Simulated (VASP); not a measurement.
# HfC (Pm-3m) in VASP: settings compared, part 2 of 2

VASP 6.6.1. The steps go on from the part before.

### 3 Single point, PBEsol

INCAR

```
SYSTEM = HfC
ALGO = Normal
EDIFF = 1E-6
ENCUT = 520
GGA = PS
ISIF = 2
ISMEAR = 0
LASPH = .True.
LCHARG = .False.
LREAL = .False.
LWAVE = .False.
NBANDS = 14
NELM = 100
PREC = Accurate
SIGMA = 0.05
```

KPOINTS

```
k-points
0
Gamma
  12 12 12
  0 0 0
```

POSCAR

```
HfC
1.0
    2.9008889300      0.0000000000      0.0000000000
    0.0000000000      2.9008889300      0.0000000000
    0.0000000000      0.0000000000      2.9008889300
Hf C
1 1
Direct
    0.0000000000      0.0000000000      0.0000000000
    0.5000000000      0.5000000000      0.5000000000
```

Potentials or basis: VASP PAW PBE potentials, release 64 (Hf_pv, C).

Run with:

```console
> cat potpaw_PBE.64/Hf_pv/POTCAR potpaw_PBE.64/C/POTCAR > POTCAR
> mpirun -np 1 vasp_std > vasp.out
```

OUTCAR:

```text
SYSTEM = HfC
   EDIFF = 1E-6
   ENCUT = 520
   GGA = PS
   ISIF = 2
   ISMEAR = 0
   LASPH = .True.
   LREAL = .False.
   NELM = 100
   PREC = Accurate

 ion  position               nearest neighbor table
   1  0.000  0.000  0.000-   2 2.51   2 2.51   2 2.51   2 2.51   2 2.51   2 2.51   2 2.51   2 2.51

   2  0.500  0.500  0.500-   1 2.51   1 2.51   1 2.51   1 2.51   1 2.51   1 2.51   1 2.51   1 2.51

  LATTYP: Found a simple cubic cell.
 ALAT       =     2.9008889300

  Lattice vectors:

 A1 = (   2.9008889300,   0.0000000000,   0.0000000000)
 A2 = (   0.0000000000,   2.9008889300,   0.0000000000)
 A3 = (   0.0000000000,   0.0000000000,   2.9008889300)

Analysis of symmetry for initial positions (statically):
=====================================================================
 Subroutine PRICEL returns:
 Original cell was already a primitive cell.

 Routine SETGRP: Setting up the symmetry group for a
 simple cubic supercell.

 Subroutine GETGRP returns: Found 48 space group operations
 (whereof 48 operations were pure point group operations)
 out of a pool of 48 trial point group operations.

The static configuration has the point symmetry O_h .

Analysis of symmetry for dynamics (positions and initial velocities):
=====================================================================
 Subroutine PRICEL returns:
 Original cell was already a primitive cell.

 Routine SETGRP: Setting up the symmetry group for a
 simple cubic supercell.

 Subroutine GETGRP returns: Found 48 space group operations
 (whereof 48 operations were pure point group operations)
 out of a pool of 48 trial point group operations.

The dynamic configuration has the point symmetry O_h .

 Subroutine INISYM returns: Found 48 space group operations
 (whereof 48 operations are pure point group operations),
 and found     1 'primitive' translations

----------------------------------------------------------------------------------------

                                     Primitive cell

  volume of cell :      24.4114

  direct lattice vectors                    reciprocal lattice vectors
     2.900888930  0.000000000  0.000000000     0.344721919  0.000000000  0.000000000
     0.000000000  2.900888930  0.000000000     0.000000000  0.344721919  0.000000000
     0.000000000  0.000000000  2.900888930     0.000000000  0.000000000  0.344721919

  length of vectors
     2.900888930  2.900888930  2.900888930     0.344721919  0.344721919  0.344721919

  position of ions in fractional coordinates (direct lattice)
     0.000000000  0.000000000  0.000000000
     0.500000000  0.500000000  0.500000000

  ion indices of the primitive-cell ions
   primitive index   ion index
                 1           1
                 2           2

----------------------------------------------------------------------------------------

 KPOINTS: k-points

Automatic generation of k-mesh.
 Grid dimensions read from file:
 generate k-points for:   12   12   12

 Generating k-lattice:

  Cartesian coordinates                     Fractional coordinates (reciprocal lattice)
     0.028726827  0.000000000  0.000000000     0.083333333  0.000000000  0.000000000
     0.000000000  0.028726827  0.000000000     0.000000000  0.083333333  0.000000000
     0.000000000  0.000000000  0.028726827     0.000000000  0.000000000  0.083333333

  Length of vectors
     0.028726827  0.028726827  0.028726827

  Shift w.r.t. Gamma in fractional coordinates (k-lattice)
     0.000000000  0.000000000  0.000000000

 Subroutine IBZKPT returns following result:
 ===========================================

 Found     84 irreducible k-points:

 Following reciprocal coordinates:
            Coordinates               Weight
  0.000000  0.000000  0.000000      1.000000
  0.083333  0.000000  0.000000      6.000000
  0.166667  0.000000  0.000000      6.000000
  0.250000  0.000000  0.000000      6.000000
  0.333333  0.000000  0.000000      6.000000
  0.416667  0.000000  0.000000      6.000000
[... 16 lines left out ...]
  0.333333  0.333333  0.000000     12.000000
  0.416667  0.333333  0.000000     24.000000
 [... further k-points ...]
   k-points           NKPTS =     84   k-points in BZ     NKDIM =     84   number of bands    NBANDS=     14
   number of dos      NEDOS =    301   number of ions     NIONS =      2
   total plane-waves  NPLWV =  13824
   dimension x,y,z NGX =    24 NGY =   24 NGZ =   24
   dimension x,y,z NGXF=    48 NGYF=   48 NGZF=   48
   ions per type =               1   1
   NGX,Y,Z   is equivalent  to a cutoff of  13.75, 13.75, 13.75 a.u.
   NGXF,Y,Z  is equivalent  to a cutoff of  27.51, 27.51, 27.51 a.u.
 SYSTEM =  HfC
   PREC   = accura    normal or accurate (medium, high low for compatibility)
   ISTART =      0    job   : 0-new  1-cont  2-samecut
   ICHARG =      2    charge: 1-file 2-atom 10-const
   ISPIN  =      1    spin polarized calculation?
   LNONCOLLINEAR =      F non collinear calculations
   LSORBIT =      F    spin-orbit coupling
   LASPH  =      T    aspherical Exc in radial PAW
   ENCUT  =  520.0 eV  38.22 Ry    6.18 a.u.   5.39  5.39  5.39*2*pi/ulx,y,z
   NELM   =    100;   NELMIN=  2; NELMDL= -5     # of ELM steps
   EDIFF  = 0.1E-05   stopping-criterion for ELM
   LREAL  =      F    real-space projection
   EDIFFG = 0.1E-04   stopping-criterion for IOM
   NSW    =      0    number of steps for IOM
   IBRION =     -1    ionic relax: 0-MD 1-quasi-New 2-CG
   NFREE  =      0    steps in history (QN), initial steepest desc. (CG)
   ISIF   =      2    stress and relaxation
   ISYM   =      2    0-nonsym 1-usesym 2-fastsym
   POTIM  = 0.5000    time-step for ionic-motion
   TEBEG  =    0.0;   TEEND  =   0.0 temperature during run
   PSTRESS=    0.0 pullay stress
   NELECT =      14.0000    total number of electrons
   NUPDOWN=      -1.0000    fix difference up-down
   EMIN   =  10.00;   EMAX   =-10.00  energy-range for DOS
   EFERMI =   0.00;   METHOD = LEGACY
   ISMEAR =     0;   SIGMA  =   0.05  broadening in eV -4-tet -1-fermi 0-gaus
   EFERMI_NEDOS =   21; number of points for ismear=-14 and -15
   IALGO  =     38    algorithm
   IMIX   =      4    mixing-type and parameters
     AMIX     =   0.40;   BMIX     =  1.00
     AMIX_MAG =   1.60;   BMIX_MAG =  1.00
  volume/ion in A,a.u.               =      12.21        82.37
  Fermi-wavevector in a.u.,A,eV,Ry     =   1.360149  2.570308 25.170841  1.850005
  Thomas-Fermi vector in A             =   2.486836
   LORBIT       =      0    0 simple, 1 ext, 2 COOP (PROOUT), +10 PAW based schemes
   GGA     = PS    functional components
   LHFCALC =     F    Hartree Fock is set to
   AEXX    =    0.0000 exact exchange contribution
   IVDW    =     0    specifies the selected vdW correction
   LEPSILON=     F    determine dielectric tensor
   LRPA    =     F    only Hartree local field effects (RPA)
 non-spin polarized calculation
 Gauss-broadening in eV      SIGMA  =   0.05
  energy-cutoff  :      520.00
  volume of cell :       24.41
 maximum number of plane-waves:       691
 NGX is ok and might be reduce to    24
   NGX = 11   NGY = 11   NGZ = 11

 number of electron      14.0000002 magnetization

 Free energy of the ion-electron system (eV)
  ---------------------------------------------------
  ext. energy  EPLUGINS =         0.00000000
  ---------------------------------------------------
  free energy    TOTEN  =       -19.50628301 eV

  energy without entropy =      -19.50190888  energy(sigma->0) =      -19.50409595

 E-fermi :   6.4275     XC(G=0): -12.6659

 val. band max:        6.4273509972   @ k =   0.5000   0.3333   0.0000
 cond. band min:       6.4295772004   @ k =   0.5000   0.3333   0.1667
 fundamental gap:      0.0022262031
 Fermi energy:         6.4274522084

 k-point     1 :       0.0000    0.0000    0.0000
  band No.  band energies     occupation
      1     -23.4719      2.00000
      2     -23.4719      2.00000
      3     -23.4719      2.00000
      4      -6.2946      2.00000
      5       4.5009      2.00000
      6       4.5009      2.00000
      7       7.5484      0.00000
      8       7.5484      0.00000
      9       7.5484      0.00000
     10      12.5555      0.00000
     11      12.5555      0.00000
     12      12.5555      0.00000
     13      12.9204      0.00000
     14      19.6972      0.00000
[... 375 lines left out ...]
 k-point    24 :       0.4167    0.3333    0.0000
  band No.  band energies     occupation
      1     -24.3250      2.00000
      2     -24.1219      2.00000
      3     -23.3083      2.00000
      4      -3.4427      2.00000
      5       2.1779      2.00000
      6       4.0154      2.00000
      7       6.5810      0.00001
      8       6.9379      0.00000
      9      10.0765      0.00000
     10      11.8612      0.00000
     11      11.8883      0.00000
     12      13.1197      0.00000
     13      16.5166      0.00000
     14      19.7005      0.00000

 [... further k-points ...]
[... 5 lines left out ...]
  --------------------------------------------------------------------------------------
  -------------------------------------------------------------------------------------
  Total       -1.2344948     -1.2344948     -1.2344948      0.0000000      0.0000000     -0.0000000
  in kB      -81.0226683    -81.0226683    -81.0226683      0.0000000      0.0000000     -0.0000000
  external PRESSURE =     -81.0226683 kB  Pullay stress =       0.0000000 kB

 VOLUME and BASIS-vectors are now :
 -----------------------------------------------------------------------------
  energy-cutoff  :      520.00
  volume of cell :       24.41
      direct lattice vectors                 reciprocal lattice vectors
     2.900888930  0.000000000  0.000000000     0.344721919  0.000000000  0.000000000
     0.000000000  2.900888930  0.000000000     0.000000000  0.344721919  0.000000000
     0.000000000  0.000000000  2.900888930     0.000000000  0.000000000  0.344721919

 POSITION                                       TOTAL-FORCE (eV/Angst)
 -----------------------------------------------------------------------------------
      0.00000      0.00000      0.00000         0.000000      0.000000      0.000000
      1.45044      1.45044      1.45044         0.000000      0.000000      0.000000
 -----------------------------------------------------------------------------------
    total drift:                                0.000000      0.000000     -0.000000

  FREE ENERGIE OF THE ION-ELECTRON SYSTEM (eV)
  ---------------------------------------------------
  free  energy   TOTEN  =       -19.5062830108 eV

  energy  without entropy=      -19.5019088813  energy(sigma->0) =      -19.50409595
```

OSZICAR:

```text
N       E                     dE             d eps       ncg     rms          rms(c)
DAV:   1     0.252162014523E+02    0.25216E+02   -0.72968E+03  2376   0.955E+02
DAV:   2    -0.209769771243E+02   -0.46193E+02   -0.43639E+02  3092   0.202E+02
DAV:   3    -0.224249866620E+02   -0.14480E+01   -0.14424E+01  2700   0.262E+01
DAV:   4    -0.224307856319E+02   -0.57990E-02   -0.57984E-02  2976   0.205E+00
DAV:   5    -0.224308228995E+02   -0.37268E-04   -0.37266E-04  2720   0.136E-01    0.447E+01
DAV:   6    -0.199381162440E+02    0.24927E+01   -0.16374E+01  2648   0.178E+01    0.362E+01
DAV:   7    -0.195700656118E+02    0.36805E+00   -0.16816E+00  2576   0.646E+00    0.254E+01
DAV:   8    -0.195328909441E+02    0.37175E-01   -0.30265E-01  2564   0.372E+00    0.910E+00
DAV:   9    -0.195066182144E+02    0.26273E-01   -0.45007E-02  2606   0.140E+00    0.431E-01
DAV:  10    -0.195068175609E+02   -0.19935E-03   -0.56997E-03  2910   0.448E-01    0.209E-01
DAV:  11    -0.195062830244E+02    0.53454E-03   -0.11989E-03  2622   0.156E-01    0.170E-01
DAV:  12    -0.195063112892E+02   -0.28265E-04   -0.93136E-05  2742   0.639E-02    0.111E-01
DAV:  13    -0.195062828401E+02    0.28449E-04   -0.41327E-05  2730   0.367E-02    0.299E-02
DAV:  14    -0.195062830108E+02   -0.17068E-06   -0.31414E-06  2620   0.137E-02
   1 F= -.19506283E+02 E0= -.19504096E+02  d E =-.437413E-02
```

stdout:

```text
POSCAR found type information on POSCAR HfC
 POSCAR found :  2 types and       2 ions
 scaLAPACK will be used
 -----------------------------------------------------------------------------
|                                                                             |
|                                                                             |
|     You enforced a specific xc type in the INCAR file but a different       |
|     I HOPE YOU KNOW WHAT YOU ARE DOING!                                     |
|                                                                             |
 -----------------------------------------------------------------------------

 LDA part: xc-table for (Slater+PW92), standard interpolation
 POSCAR, INCAR and KPOINTS ok, starting setup
 FFT: planning ... GRIDC
 FFT: planning ... GRID_SOFT
 FFT: planning ... GRID
 WAVECAR not read
 entering main loop
```

It took 15 s on 1 thread of AMD EPYC 9R45 (Zen 5), shared host; peak memory 0.13 GiB.

Results:

| Quantity | Value |
| --- | --- |
| Free energy | -19.5063 eV |
| Pressure | -8.1 GPa |
| Band gap on the k mesh | zero (band 7 reaches 7.55 eV, above the bottom of band 8 at 5.58 eV) |

Caveat: the PAW data sets were made with another functional, which shifts forces and pressure a little; spin-orbit coupling is left out, which moves the levels of the heavy elements.

### 4 Single point, PBE (volume scaled by 1.020)

INCAR

```
SYSTEM = HfC
  ALGO = Normal
  EDIFF = 1E-6
  ENCUT = 520
  GGA = PE
  ISIF = 2
  ISMEAR = 0
  LASPH = .TRUE.
  LCHARG = .TRUE.
  LELF = .TRUE.
  LREAL = .FALSE.
  LVHAR = .TRUE.
  LWAVE = .FALSE.
  NBANDS = 14
  NELM = 100
  PREC = Accurate
  SIGMA = 0.05
```

KPOINTS

```
k-points
0
G
  12 12 12
  0 0 0
```

POSCAR

```
HfC
1.0
    2.9201006748      0.0000000000      0.0000000000
    0.0000000000      2.9201006748      0.0000000000
    0.0000000000      0.0000000000      2.9201006748
Hf C
1 1
Direct
    0.0000000000      0.0000000000      0.0000000000
    0.5000000000      0.5000000000      0.5000000000
```

Run with:

```console
> cat potpaw_PBE.64/Hf_pv/POTCAR potpaw_PBE.64/C/POTCAR > POTCAR
> mpirun -np 1 vasp_std > vasp.out
```

Wall time 16 s (1 thread of AMD EPYC 9R45 (Zen 5), shared host); peak memory 0.13 GiB.

The run converged. Its results:

```
Free energy            : -18.3295 eV
Pressure               : -5.2 GPa
Band gap on the k mesh : zero (band 7 reaches 7.49 eV, above the bottom of band 8 at 5.62 eV)
```

Levels at points of the mesh, in eV from the Fermi level:
```
           k point  band 3  band 4  band 5  band 6  band 7  band 8  band 9  band 10  band 11  band 12
(0.00, 0.00, 0.00)  -30.08  -12.63   -1.85   -1.85    1.07    1.07    1.07     5.98     5.98     5.98
(0.50, 0.00, 0.00)  -29.99   -9.43   -6.63   -0.99   -0.99   -0.71    6.52     6.66     8.16     8.16
(0.50, 0.50, 0.00)  -29.91   -9.96   -2.59   -2.59   -1.17    1.96    3.07     3.07     4.60     8.52
(0.50, 0.50, 0.50)  -30.75   -7.27   -5.35   -5.35   -5.35    8.54    8.54     8.54     8.79     8.79
```

Caveat: spin-orbit coupling is left out, which moves the levels of the heavy elements.

### 5 Single point, PBE (volume scaled by 1.040)

INCAR

```
ALGO     = Normal         # electronic algorithm
EDIFF    = 1E-6           # SCF threshold, eV
ENCUT    = 520            # plane-wave cutoff, eV
GGA      = PE             # functional
ISIF     = 2              # what is computed and relaxed
ISMEAR   = 0              # smearing method
LASPH    = T              # aspherical terms in the spheres
LCHARG   = F              # write CHGCAR
LREAL    = F              # projectors in reciprocal space
LWAVE    = F              # write WAVECAR
NBANDS   = 14             # bands
NELM     = 100            # most SCF steps
PREC     = Accurate       # precision mode
SIGMA    = 0.05           # smearing width, eV
```

KPOINTS

```
k-points
0
Gamma
  12 12 12
```

POSCAR

```
HfC
1.0
    2.9390628989      0.0000000000      0.0000000000
    0.0000000000      2.9390628989      0.0000000000
    0.0000000000      0.0000000000      2.9390628989
Hf C
1 1
Direct
    0.0000000000      0.0000000000      0.0000000000
    0.5000000000      0.5000000000      0.5000000000
```

Run with:

```console
> cat potpaw_PBE.64/Hf_pv/POTCAR potpaw_PBE.64/C/POTCAR > POTCAR
> mpirun -np 1 vasp_std > vasp.out
```

It took 9.6 s on 1 thread of Intel Xeon 6975P-C (Granite Rapids), shared host; peak memory 0.16 GiB.

It converged, with:

- Free energy: -18.3086 eV
- Pressure: -8.6 GPa
- Band gap on the k mesh: zero (band 7 reaches 7.31 eV, above the bottom of band 8 at 5.49 eV)

Levels at points of the mesh, in eV from the Fermi level:
```csv
k point,band 5,band 6,band 7,band 8,band 9,band 10
"(0.00, 0.00, 0.00)",-1.79,-1.79,1.05,1.05,1.05,5.85
"(0.50, 0.00, 0.00)",-6.55,-0.96,-0.96,-0.68,6.37,6.52
"(0.50, 0.50, 0.00)",-2.58,-2.58,-1.17,1.93,3.02,3.02
"(0.50, 0.50, 0.50)",-5.23,-5.23,-5.23,8.33,8.33,8.33
```

Caveat: spin-orbit coupling is left out, which moves the levels of the heavy elements.

### 6 The runs side by side

| level | cell | gap on the mesh (eV) | pressure (GPa) |
| --- | --- | --- | --- |
| PBE+D4 | a = 2.901 Å, 2 atoms | none | -4.8 |
| PBEsol | a = 2.901 Å, 2 atoms | none | -8.1 |
| PBE | a = 2.920 Å, 2 atoms | none | -5.2 |
| PBE | a = 2.939 Å, 2 atoms | none | -8.6 |

Alike in all rows: task single point; potentials or basis VASP PAW PBE potentials, release 64 (Hf_pv, C); no spin polarisation; k mesh 12 × 12 × 12; cutoff (eV) 520; smearing gaussian 0.05 eV.

Caveats: spin-orbit coupling is left out, which moves the levels of the heavy elements; pairwise dispersion overbinds metals, which lowers pressure and volume (some runs); the PAW data sets were made with another functional, which shifts forces and pressure a little (some runs).

Absolute energies hang on the potentials; compare differences alone.
